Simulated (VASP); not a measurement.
# Os (Cmce) in VASP: further runs, part 2 of 3

VASP 6.6.1. Earlier steps stand in the parts before.

## Step 3: Single point, PBEsol

This run uses another cell than the first one, of 14.77 Å³/atom, 0.997 times its volume.

The input, INCAR:

```
SYSTEM = Os
PREC = Accurate
ENCUT = 520
EDIFF = 1E-6
ISMEAR = 0
SIGMA = 0.1
LREAL = .False.
LASPH = .True.
NELM = 80
ALGO = Normal
ISIF = 2
LWAVE = .False.
LCHARG = .False.
GGA = PS
NBANDS = 24
```

The input, KPOINTS:

```
Automatic mesh
0
Gamma
  6 6 4
  0 0 0
```

The input, POSCAR:

```
Os
1.0
    1.5211188047     -4.8253013443      0.0000000000
    1.5211188047      4.8253013443      0.0000000000
    0.0000000000      0.0000000000      4.0256799787
Os
4
Direct
    0.0980000000      0.9020000000      0.9100000000
    0.5980000000      0.4020000000      0.5900000000
    0.9020000000      0.0980000000      0.0900000000
    0.4020000000      0.5980000000      0.4100000000
```

Potentials or basis: VASP PAW PBE potentials, release 64 (Os).

Run with:

```sh
cat potpaw_PBE.64/Os/POTCAR > POTCAR
mpirun -np 1 vasp_std > vasp.out
```

OUTCAR:

```text
SYSTEM = Os
   PREC = Accurate
   ENCUT = 520
   EDIFF = 1E-6
   ISMEAR = 0
   LREAL = .False.
   LASPH = .True.
   NELM = 80
   ISIF = 2
   GGA = PS

 ion  position               nearest neighbor table
   1  0.098  0.902  0.910-   2 1.99   2 1.99   3 2.03   2 3.13   2 3.13   4 3.15   4 3.15   4 3.15
                             4 3.15   3 3.38   3 3.38
   2  0.598  0.402  0.590-   1 1.99   1 1.99   4 2.03   1 3.13   1 3.13   3 3.15   3 3.15   3 3.15
                             3 3.15   4 3.38   4 3.38
   3  0.902  0.098  0.090-   4 1.99   4 1.99   1 2.03   4 3.13   4 3.13   2 3.15   2 3.15   2 3.15
                             2 3.15   1 3.38   1 3.38
   4  0.402  0.598  0.410-   3 1.99   3 1.99   2 2.03   3 3.13   3 3.13   1 3.15   1 3.15   1 3.15
                             1 3.15   2 3.38   2 3.38

  LATTYP: Found a base centered orthorhombic cell.
 ALAT       =     3.0422376094
 B/A-ratio  =     3.1722054381
 C/A-ratio  =     1.3232628399

  Lattice vectors:

 A1 = (   1.5211188047,  -4.8253013443,   0.0000000000)
 A2 = (   1.5211188047,   4.8253013443,   0.0000000000)
 A3 = (   0.0000000000,   0.0000000000,   4.0256799787)

Analysis of symmetry for initial positions (statically):
=====================================================================
 Subroutine PRICEL returns:
 Original cell was already a primitive cell.

 Routine SETGRP: Setting up the symmetry group for a
 base centered orthorhombic supercell.

 Subroutine GETGRP returns: Found  8 space group operations
 (whereof  4 operations were pure point group operations)
 out of a pool of  8 trial point group operations.

The static configuration has the point symmetry C_2h.
 The point group associated with its full space group is D_2h.

Analysis of symmetry for dynamics (positions and initial velocities):
=====================================================================
 Subroutine PRICEL returns:
 Original cell was already a primitive cell.

 Routine SETGRP: Setting up the symmetry group for a
 base centered orthorhombic supercell.

 Subroutine GETGRP returns: Found  8 space group operations
[... 130 lines left out ...]
  Fermi-wavevector in a.u.,A,eV,Ry     =   1.334359  2.521572 24.225347  1.780513
  Thomas-Fermi vector in A             =   2.463146
   LORBIT       =      0    0 simple, 1 ext, 2 COOP (PROOUT), +10 PAW based schemes
   GGA     = PS    functional components
   LHFCALC =     F    Hartree Fock is set to
   AEXX    =    0.0000 exact exchange contribution
   IVDW    =     0    specifies the selected vdW correction
   LEPSILON=     F    determine dielectric tensor
   LRPA    =     F    only Hartree local field effects (RPA)
 non-spin polarized calculation
 Gauss-broadening in eV      SIGMA  =   0.10
  energy-cutoff  :      520.00
  volume of cell :       59.10
 maximum number of plane-waves:      1620
 NGX is ok and might be reduce to    40
   NGX = 19   NGY = 19   NGZ = 15

 number of electron      32.0000002 magnetization

 Free energy of the ion-electron system (eV)
  ---------------------------------------------------
  ext. energy  EPLUGINS =         0.00000000
  ---------------------------------------------------
  free energy    TOTEN  =       -28.16473560 eV

  energy without entropy =      -28.15996011  energy(sigma->0) =      -28.16234785

 E-fermi :   9.4817     XC(G=0): -13.3339

 val. band max:        9.4256924572   @ k =   0.3333   0.3333   0.5000
 cond. band min:       9.4927050454   @ k =   0.5000   0.5000   0.5000
 fundamental gap:      0.0670125883
 Fermi energy:         9.4817264973

 k-point     1 :       0.0000    0.0000    0.0000
  band No.  band energies     occupation
      1      -1.5025      2.00000
      2      -0.8523      2.00000
      3       0.0038      2.00000
      4       0.5673      2.00000
      5       0.8586      2.00000
      6       1.3369      2.00000
[... 637 lines left out ...]
     23      13.6399      0.00000
     24      14.0697      0.00000

 [... further k-points ...]

------------------------ aborting loop because EDIFF is reached ----------------------------------------

  FORCE on cell =-STRESS in cart. coord.  units (eV):
  Direction    XX          YY          ZZ          XY          YZ          ZX
  --------------------------------------------------------------------------------------
  -------------------------------------------------------------------------------------
  Total       86.3043023     51.7376132     67.4390754      0.0000000      0.0000000      0.0000000
  in kB     2339.8402580   1402.6850000   1828.3754044      0.0000000      0.0000000      0.0000000
  external PRESSURE =    1856.9668875 kB  Pullay stress =       0.0000000 kB

 VOLUME and BASIS-vectors are now :
 -----------------------------------------------------------------------------
  energy-cutoff  :      520.00
  volume of cell :       59.10
      direct lattice vectors                 reciprocal lattice vectors
     1.521118805 -4.825301344  0.000000000     0.328705423 -0.103620471  0.000000000
     1.521118805  4.825301344  0.000000000     0.328705423  0.103620471  0.000000000
     0.000000000  0.000000000  4.025679979     0.000000000  0.000000000  0.248405240

 POSITION                                       TOTAL-FORCE (eV/Angst)
 -----------------------------------------------------------------------------------
      1.52112      3.87954      3.66337         0.000000    -15.308129     16.301417
      1.52112     -0.94576      2.37515         0.000000    -15.308129    -16.301417
      1.52112     -3.87954      0.36231         0.000000     15.308129    -16.301417
      1.52112      0.94576      1.65053         0.000000     15.308129     16.301417
 -----------------------------------------------------------------------------------
    total drift:                                0.000000      0.000000      0.000000

  FREE ENERGIE OF THE ION-ELECTRON SYSTEM (eV)
  ---------------------------------------------------
  free  energy   TOTEN  =       -28.1647356014 eV

  energy  without entropy=      -28.1599601052  energy(sigma->0) =      -28.16234785
```

stdout:

```text
POSCAR found type information on POSCAR Os
 POSCAR found :  1 types and       4 ions
 scaLAPACK will be used
 -----------------------------------------------------------------------------
|                                                                             |
|                                                                             |
|     You enforced a specific xc type in the INCAR file but a different       |
|     I HOPE YOU KNOW WHAT YOU ARE DOING!                                     |
|                                                                             |
 -----------------------------------------------------------------------------

 LDA part: xc-table for (Slater+PW92), standard interpolation
 POSCAR, INCAR and KPOINTS ok, starting setup
 FFT: planning ... GRIDC
 FFT: planning ... GRID_SOFT
 FFT: planning ... GRID
 WAVECAR not read
 entering main loop
```

Wall time 24 s (1 thread of Intel Xeon 6975P-C (Granite Rapids), shared host); peak memory 0.22 GiB.

What came out:

```yaml
Free_energy: -28.1647 eV
Pressure: 185.7 GPa
Largest_force: 22.362 eV/Å
Band_gap_on_the_k_mesh: zero (band 16 reaches 10.36 eV, above the bottom of band 17 at 8.66 eV)
```

Forces on the atoms (eV/Å):
```
Os    0.000 -15.308  16.301
Os    0.000 -15.308 -16.301
Os    0.000  15.308 -16.301
Os    0.000  15.308  16.301
```

Levels at points of the mesh, in eV from the Fermi level:
```
           k point  band 13  band 14  band 15  band 16  band 17  band 18  band 19  band 20
(0.00, 0.00, 0.00)    -2.07    -2.04    -1.25    -0.87    -0.82     2.17     2.39     3.52
(0.50, 0.00, 0.00)    -2.94    -2.94    -1.77    -1.77     1.30     1.30     1.63     1.63
(0.50, 0.50, 0.00)    -3.00    -2.97    -2.32     0.88     1.64     1.98     3.18     4.34
(0.00, 0.00, 0.50)    -3.70    -3.70     0.20     0.20     0.85     0.85     2.09     2.09
(0.50, 0.00, 0.50)    -2.57    -2.57    -1.60    -1.60     0.51     0.51     2.13     2.13
(0.50, 0.50, 0.50)    -3.36    -3.36     0.01     0.01     1.49     1.49     1.92     1.92
```

Caveat: the k points lie up to 0.39 Å⁻¹ apart; the PAW data sets were made with another functional, which shifts forces and pressure a little; spin-orbit coupling is left out, which moves the levels of the heavy elements.

## Step 4: Single point, PBEsol

This run uses another cell than the first one, of 14.94 Å³/atom, 1.008 times its volume.

The input, INCAR:

```
SYSTEM = Os
PREC = Accurate
ENCUT = 520
EDIFF = 1E-6
ISMEAR = 0
SIGMA = 0.1
LREAL = .FALSE.
LASPH = .TRUE.
NELM = 80
ALGO = Fast
ISIF = 2
LWAVE = .FALSE.
LCHARG = .TRUE.
GGA = PS
LELF = .TRUE.
LVHAR = .TRUE.
NBANDS = 24
```

The input, KPOINTS:

```
Automatic mesh
0
G
  6 6 4
  0 0 0
```

The input, POSCAR:

```
Os
1.0
    1.3637618466     -4.7366637759      0.0000000000
    1.3637618466      4.7366637759      0.0000000000
    0.0000000000      0.0000000000      4.6267803482
Os
4
Direct
    0.1261486608      0.8738513392      0.9852855337
    0.6261486608      0.3738513392      0.5147144663
    0.8738513392      0.1261486608      0.0147144663
    0.3738513392      0.6261486608      0.4852855337
```

Run with:

```sh
cat potpaw_PBE.64/Os/POTCAR > POTCAR
mpirun -np 1 vasp_std > vasp.out
```

Wall time 44 s (1 thread of Intel Xeon 6975P-C (Granite Rapids), shared host); peak memory 0.24 GiB.

It converged, with:

```yaml
Free_energy: -45.6468 eV
Pressure: 0.2 GPa
Largest_force: 0.104 eV/Å
Band_gap_on_the_k_mesh: zero (band 16 reaches 9.49 eV, above the bottom of band 17 at 7.57 eV)
```

Forces on the atoms (eV/Å):
```
Os   0.000  0.103 -0.015
Os   0.000  0.103  0.015
Os   0.000 -0.103  0.015
Os   0.000 -0.103 -0.015
```

Stress tensor (GPa, compression positive):
```
 0.48  0.00  0.00
 0.00 -0.24  0.00
 0.00  0.00  0.39
```

Levels at points of the mesh, in eV from the Fermi level:
```tsv
k point	band 13	band 14	band 15	band 16	band 17	band 18	band 19	band 20
(0.00, 0.00, 0.00)	-0.85	-0.68	-0.61	-0.44	-0.13	0.35	0.51	1.88
(0.50, 0.00, 0.00)	-1.64	-1.64	-0.44	-0.44	0.54	0.54	2.43	2.43
(0.50, 0.50, 0.00)	-2.02	-1.55	-1.51	-0.69	0.49	1.54	2.34	2.80
(0.00, 0.00, 0.50)	-1.10	-1.10	-0.66	-0.66	0.04	0.04	0.75	0.75
(0.50, 0.00, 0.50)	-0.71	-0.71	1.14	1.14	2.69	2.69	2.95	2.95
(0.50, 0.50, 0.50)	-1.71	-1.71	-1.19	-1.19	-0.73	-0.73	0.60	0.60
```

Caveat: the k points lie up to 0.40 Å⁻¹ apart; the PAW data sets were made with another functional, which shifts forces and pressure a little; spin-orbit coupling is left out, which moves the levels of the heavy elements.

[end of part 2 of 3]
